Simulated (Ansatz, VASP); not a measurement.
## FeCo3 in VASP and in Ansatz

INCAR

```
ALGO = Normal ; EDIFF = 1E-6
ENCUT = 520 ; GGA = PS
ISIF = 2 ; ISMEAR = 0
ISPIN = 2 ; LASPH = True
LCHARG = True ; LELF = True
LMAXMIX = 4 ; LORBIT = 11
LREAL = False ; LVHAR = True
LWAVE = False ; MAGMOM = 4 3 3 3
NBANDS = 30 ; NELM = 150
PREC = Accurate ; SIGMA = 0.1
```

The input KPOINTS:

```
k-points
0
Gamma
  12 12 12
```

POSCAR

```
FeCo3
1.0
    3.5357026200      0.0000000000      0.0000000000
    0.0000000000      3.5357026200      0.0000000000
    0.0000000000      0.0000000000      3.5357026200
Fe Co
1 3
Direct
    0.0000000000      0.0000000000      0.0000000000
    0.5000000000      0.5000000000      0.0000000000
    0.5000000000      0.0000000000      0.5000000000
    0.0000000000      0.5000000000      0.5000000000
```

Input for Ansatz:

```yaml
crystal:
  lattice:
    - [3.53570262, 0.0, 0.0]
    - [0.0, 3.53570262, 0.0]
    - [0.0, 0.0, 3.53570262]
  atoms:
    - { symbol: Fe, position: [0.0, 0.0, 0.0], spin: 4.0 }
    - { symbol: Co, position: [0.5, 0.5, 0.0], spin: 3.0 }
    - { symbol: Co, position: [0.5, 0.0, 0.5], spin: 3.0 }
    - { symbol: Co, position: [0.0, 0.5, 0.5], spin: 3.0 }
basis:
  ecutwfc: 420
kpoints:
  mp_grid: { grid: [12, 12, 12] }
hamiltonian:
  xc: pbesol
scf:
  occupations: { method: gaussian, width: 0.1 }
  lower_state_search: "off"
output:
  forces: true
  stress: true
  eigenvalues: true
  populations: true
magnetization:
  spin_polarized: true
```

Alike in both runs: task single point; functional PBEsol; k mesh 12 × 12 × 12; occupations gaussian, width 0.1 eV; collinear spin.

|  | VASP | Ansatz |
| --- | --- | --- |
| version | VASP 6.6.1 | Ansatz 0.2.0 |
| potentials or method | VASP PAW PBE potentials, release 64 (Fe, Co), cutoff 520 eV | scalar-relativistic, plane waves, PAW |
| valence electrons in the cell | 35 | 67 |

```csv
,VASP,Ansatz,Ansatz less VASP
gap on the k mesh at the Fermi level (eV),none,none,-
pressure (GPa),-9.0,-8.5,+0.55
net moment per atom (μB),1.83,1.84,+0.007
size of the moment on the site where the two differ most (μB),1.60,1.66,+0.062
```

VASP's potentials were made for PBE, not for PBEsol. Site moments also hang on the region over which each program counts them. A gap of «none» marks a metal or a gap that the smearing closes. VASP's potentials hold 35 valence electrons a cell and Ansatz's 67, so a difference there can come from the potentials and not from the codes.
